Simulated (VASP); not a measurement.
YCl, 4 atoms in the cell. The cell holds a sheet with vacuum, 4 atoms: a = 3.752 Å, b = 3.752 Å, c = 21.000 Å, α = 90.00°, β = 90.00°, γ = 120.00°. 

- Program: VASP 6.6.1
- Task: single point
- Functional: PBE
- Potentials or basis: VASP PAW PBE potentials, release 64 (Y_sv, Cl)
- Cutoff: 520 eV
- k mesh: 6 × 6 × 1
- Occupations: gaussian, width 0.1 eV
- Spin: no spin polarisation
- Dipole correction: yes
- Further INCAR settings: ALGO = Normal; EDIFF = 1e-07; NBANDS = 26

Potentials or basis: VASP PAW PBE potentials, release 64 (Y_sv, Cl).

The run is started by

```bash
$ cat potpaw_PBE.64/Y_sv/POTCAR potpaw_PBE.64/Cl/POTCAR > POTCAR
$ mpirun -np 1 vasp_std > vasp.out
```

Hardware: 1 thread of Intel(R) Xeon(R) 6975P-C (Granite Rapids), on a shared host.

Problem. How long does it take, and how much memory?

Solution. It took 64 s on 1 thread of Intel(R) Xeon(R) 6975P-C (Granite Rapids), with other jobs on the host, peak memory 0.37 GiB. Counts: scf iterations 25, k points 7.
